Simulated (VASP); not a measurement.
Here is a VASP 6.6.1 calculation.

Contents of POSCAR:

```
Al
1.0
    0.0000000000      2.0645171409      2.0645171409
    2.0645171409      0.0000000000      2.0645171409
    2.0645171409      2.0645171409      0.0000000000
Al
1
Direct
    0.0000000000      0.0000000000      0.0000000000
```

Contents of INCAR.step1:

```
SYSTEM = Al
PREC = Accurate
ENCUT = 520
EDIFF = 1E-5
ISMEAR = -1
SIGMA = 0.05
LREAL = .False.
LASPH = .True.
NELM = 80
ALGO = Normal
ISIF = 2
LWAVE = .True.
LCHARG = .False.
GGA = PE
NBANDS = 8
```

Contents of INCAR.step2:

```
SYSTEM = Al
PREC = Accurate
ENCUT = 520
EDIFF = 1E-6
ISMEAR = -1
SIGMA = 0.05
LREAL = .False.
LASPH = .True.
NELM = 80
ALGO = Normal
ISIF = 2
LWAVE = .False.
LCHARG = .False.
GGA = PE
LHFCALC = .True.
HFSCREEN = 0.2079
PRECFOCK = Normal
ISTART = 1
NBANDS = 8
```

Contents of KPOINTS:

```
regular mesh
0
Gamma
  6 6 6
  0 0 0
```

Potentials or basis: VASP PAW PBE potentials, release 64 (Al).

Run with:

```console
$ cat potpaw_PBE.64/Al/POTCAR > POTCAR
$ cp INCAR.step1 INCAR
$ mpirun -np 1 vasp_std > vasp.out
$ cp INCAR.step2 INCAR
$ mpirun -np 1 vasp_std > vasp.out
```

(1) What does it give for the band gap on the k mesh?

(2) What does it give for the pressure?

Results:

(1) zero (an odd number of electrons rules out a gap without spin polarisation).

(2) -4.8 GPa.

Caveat: the k points lie up to 0.44 Å⁻¹ apart, too coarse for converged energies and pressures of a metal; the PAW data sets were made with another functional, which shifts forces and pressure a little.
